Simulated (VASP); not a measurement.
Here is a VASP 6.6.1 calculation.

The input INCAR:

```
PREC = Accurate
ENCUT = 520
EDIFF = 1E-6
ISMEAR = 0
SIGMA = 0.1
LREAL = False
LASPH = True
NELM = 80
ALGO = Normal
ISIF = 2
LWAVE = False
LCHARG = False
GGA = PE
NBANDS = 61
```

KPOINTS

```
Automatic mesh
0
Gamma
  3 3 1
```

The input POSCAR:

```
MgCd5Te6
1.0
    4.6644568094      0.0000000000      0.0000000000
   -2.3322284047      4.0395380918      0.0000000000
    0.0000000000      0.0000000000     22.8906652000
Mg Cd Te
1 5 6
Direct
    0.0000000000      0.0000000000      0.1656250000
    0.6666666667      0.3333333333      0.0021450000
    0.6666666667      0.3333333333      0.3317750000
    0.6666666667      0.3333333333      0.6667660000
    0.0000000000      0.0000000000      0.4991900000
    0.0000000000      0.0000000000      0.8343430000
    0.6666666667      0.3333333333      0.1274540000
    0.6666666667      0.3333333333      0.4570520000
    0.6666666667      0.3333333333      0.7921630000
    0.0000000000      0.0000000000      0.2891950000
    0.0000000000      0.0000000000      0.6245640000
    0.0000000000      0.0000000000      0.9597270000
```

Potentials or basis: VASP PAW PBE potentials, release 64 (Mg, Cd, Te).

Run with:

```sh
$ cat potpaw_PBE.64/Mg/POTCAR potpaw_PBE.64/Cd/POTCAR potpaw_PBE.64/Te/POTCAR > POTCAR
$ mpirun -np 1 vasp_std > vasp.out
```

(1) Estimate the pressure.

(2) Predict the largest force.

(3) What does it give for the band gap on the k mesh?

Answers

(1) 0.5 GPa.

(2) 0.089 eV/Å.

(3) 0.77 eV.

Caveat: the k points lie up to 0.52 Å⁻¹ apart; spin-orbit coupling is left out, which moves the levels of the heavy elements.
